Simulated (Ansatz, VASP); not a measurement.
**Two plane-wave programs on MoPt2**

```
Mo Pt
1.0
    -1.37400    1.95750    4.11900
     1.37400   -1.95750    4.11900
     1.37400    1.95750   -4.11900
Mo Pt
1 2
Direct
  0.00000 0.00000 0.00000
  0.62054 0.62054 0.00000
  0.37946 0.37946 0.00000
```

Change from the starting cell: shortest bond scaled by 0.82, PAW files.

Alike in both runs: task electric field gradients; functional LDA; k mesh 13 × 13 × 13; occupations fermi-dirac, width 0.05 eV; no spin polarisation.

```csv
,VASP,Ansatz
version,VASP 6.6.1,Ansatz 0.2.0
potentials or method,"VASP PAW LDA potentials, release 64 (Mo_sv, Pt)","PAW with Ansatz's default frozen-core files, scalar-relativistic"
plane-wave cutoff (eV),520,420
valence electrons in the cell,34,50
```

|  | VASP | Ansatz | Ansatz less VASP |
| --- | --- | --- | --- |
| pressure (GPa) | 68.2 | 71.5 | +3.34 |
| traceless stress, the component that is largest in VASP (GPa) | 93.08 | 103.49 | +10.412 |
| rms of the force components (eV/Å) | 12.282 | 13.173 | +0.8902 |
| size of Vzz on the site where it differs most (V/Å²) | 178.6 | 88.9 | -89.74 |

LDA's correlation is that of Perdew and Zunger in VASP and of Perdew and Wang (1992) in Ansatz. Atom by atom the forces differ by 0.890 eV/Å (rms over components). Both programs put the cell under a high pressure, so it lies far from rest at this level. VASP's potentials hold 34 valence electrons a cell and Ansatz's 50, so a difference there can come from the potentials and not from the codes.

Neither program's run includes spin-orbit coupling. Noted on VASP's run: the cell as given lies far from equilibrium.
